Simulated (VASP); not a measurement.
Wanted: the native input for a VASP 6.6.1 run.

```
Task                   : single point
Functional             : PBE
Potentials or basis    : VASP PAW PBE potentials, release 64 (Eu, Se)
Cutoff                 : 520 eV
k mesh                 : 8 × 8 × 8
Occupations            : gaussian, width 0.05 eV
Spin                   : collinear spin, ferromagnetic start
Starting moments       : [0.5, 0.0, 0.0] μB
Dipole correction      : no
Further INCAR settings : ALGO = Normal; EDIFF = 1e-06; NBANDS = 26
```

The structure of EuSe2 lies in POSCAR:

```
EuSe2
1.0
    0.0000000000      3.4991617134      3.4991617134
    3.4991617134      0.0000000000      3.4991617134
    3.4991617134      3.4991617134      0.0000000000
Eu Se
1 2
Direct
    0.0000000000      0.0000000000      0.0000000000
    0.2500000000      0.2500000000      0.2500000000
    0.7500000000      0.7500000000      0.7500000000
```

One way to write it, as run:

INCAR

```
PREC = Accurate
ENCUT = 520
EDIFF = 1E-6
ISMEAR = 0
SIGMA = 0.05
LREAL = False
LASPH = True
NELM = 150
ALGO = Normal
ISIF = 2
LWAVE = False
LCHARG = False
ISPIN = 2
MAGMOM = 0.5 0 0
LORBIT = 11
LMAXMIX = 6
GGA = PE
NBANDS = 26
```

KPOINTS

```
regular mesh
0
Gamma
  8 8 8
```

Potentials or basis: VASP PAW PBE potentials, release 64 (Eu, Se).

The run is started by

```console
$ cat potpaw_PBE.64/Eu/POTCAR potpaw_PBE.64/Se/POTCAR > POTCAR
$ mpirun -np 1 vasp_std > vasp.out
```

Results of the run:

* Pressure: 0.0 GPa
* Net moment: 6.26 μB per cell
* Site moments: Eu +6.31; Se -0.10 μB
* Valence electrons inside the program's atomic spheres: Eu 14.61; Se 3.80

Caveat: a cell with one magnetic atom can't hold antiferromagnetic order, which such compounds often take.

It took 6.2 min on 1 thread of Intel(R) Xeon(R) Platinum 8488C (Sapphire Rapids), on a shared host, peak memory 0.36 GiB.
